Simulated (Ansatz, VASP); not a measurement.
## Be2Cd: VASP beside Ansatz

The input INCAR:

```
ALGO = Normal
EDIFF = 1E-7
EDIFFG = -0.04
ENCUT = 600
GGA = PE
IBRION = 2
ISIF = 3
ISMEAR = 0
LASPH = True
LCHARG = False
LREAL = False
LWAVE = False
NELM = 100
NSW = 90
PREC = Accurate
SIGMA = 0.1
```

The input KPOINTS:

```
k-points
0
Gamma
  4 4 6
```

POSCAR

```
Be2Cd
1.0
    5.0503085745      0.0000000000      0.0000000000
    0.0000000000      5.0503085745      0.0000000000
    0.0000000000      0.0000000000      3.2529088098
Be Cd
4 2
Direct
    0.3060000000      0.3060000000      0.0000000000
    0.1940000000      0.8060000000      0.5000000000
    0.6940000000      0.6940000000      0.0000000000
    0.8060000000      0.1940000000      0.5000000000
    0.0000000000      0.0000000000      0.0000000000
    0.5000000000      0.5000000000      0.5000000000
```

Input for Ansatz:

```yaml
crystal:
  lattice:
    - [5.0503085745, 0.0, 0.0]
    - [0.0, 5.0503085745, 0.0]
    - [0.0, 0.0, 3.2529088098]
  atoms:
    - { symbol: Be, position: [0.306, 0.306, 0.0] }
    - { symbol: Be, position: [0.194, 0.806, 0.5] }
    - { symbol: Be, position: [0.694, 0.694, 0.0] }
    - { symbol: Be, position: [0.806, 0.194, 0.5] }
    - { symbol: Cd, position: [0.0, 0.0, 0.0] }
    - { symbol: Cd, position: [0.5, 0.5, 0.5] }
basis:
  ecutwfc: 420
kpoints:
  mp_grid: { grid: [4, 4, 6] }
hamiltonian:
  xc: pbe
scf:
  occupations: { method: gaussian, width: 0.1 }
  lower_state_search: "off"
output:
  forces: true
  stress: true
  eigenvalues: true
relax:
  adjacent_minimum: "off"
  f_tol: 0.04
  max_steps: 70
  cell: { stress_tol: 0.4 }
```

Alike in both runs: task relaxation of cell and atoms; functional PBE; k mesh 4 × 4 × 6; occupations gaussian, width 0.1 eV; no spin polarisation.

```csv
,VASP,Ansatz
version,VASP 6.6.1,Ansatz 0.2.0
potentials or method,"VASP PAW PBE potentials, release 64 (Be, Cd), cutoff 600 eV","scalar-relativistic, plane waves, PAW"
valence electrons in the cell,32,48
```

Ansatz gave:

- gap on the k mesh at the Fermi level, each at its own relaxed structure (eV): none
- relaxed volume (Å³/atom): 17.09
- relaxed length of the cell vector where the two differ most in proportion (Å): 4.808

**Question.** Estimate VASP's values.

**Answer.** gap on the k mesh at the Fermi level, each at its own relaxed structure (eV): none; relaxed volume (Å³/atom): 17.06; relaxed length of the cell vector where the two differ most in proportion (Å): 4.803.

A gap of «none» marks a metal or a gap that the smearing closes. VASP's potentials hold 32 valence electrons a cell and Ansatz's 48, so a difference there can come from the potentials and not from the codes.

Noted on VASP's run: the volume moved by over 15 % at a fixed basis, so the end points are rough.
